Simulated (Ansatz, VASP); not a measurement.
# One calculation of SiCl, two programs

```
Si Cl
1.0
     3.38887    0.00000    0.00000
     0.00000    3.38887    0.00000
     0.00000    0.00000    3.38887
Si Cl
1 1
Direct
  0.00000 0.00000 0.00000
  0.50000 0.50000 0.50000
```

Change from the starting cell: species swapped into the ZnAg type (Pm-3m, No. 221).

Alike in both runs: functional PBE; k mesh 16 × 16 × 16; occupations gaussian, width 0.1 eV; no spin polarisation.

Ansatz relaxed the structure, and its values are those at the end. VASP's run is a single point on that final structure, the one shown.

|  | VASP | Ansatz |
| --- | --- | --- |
| version | VASP 6.6.1 | Ansatz 0.2.0 |
| potentials or method | VASP PAW PBE potentials, release 64 (Si, Cl), cutoff 520 eV | scalar-relativistic, plane waves, PAW |
| valence electrons in the cell | 11 | 11 |

|  | VASP | Ansatz | Ansatz less VASP |
| --- | --- | --- | --- |
| gap on the k mesh at the Fermi level (eV) | none | none | - |
| pressure (GPa) | 0.0 | 0.0 | +0.02 |

A gap of «none» marks a metal or a gap that the smearing closes.
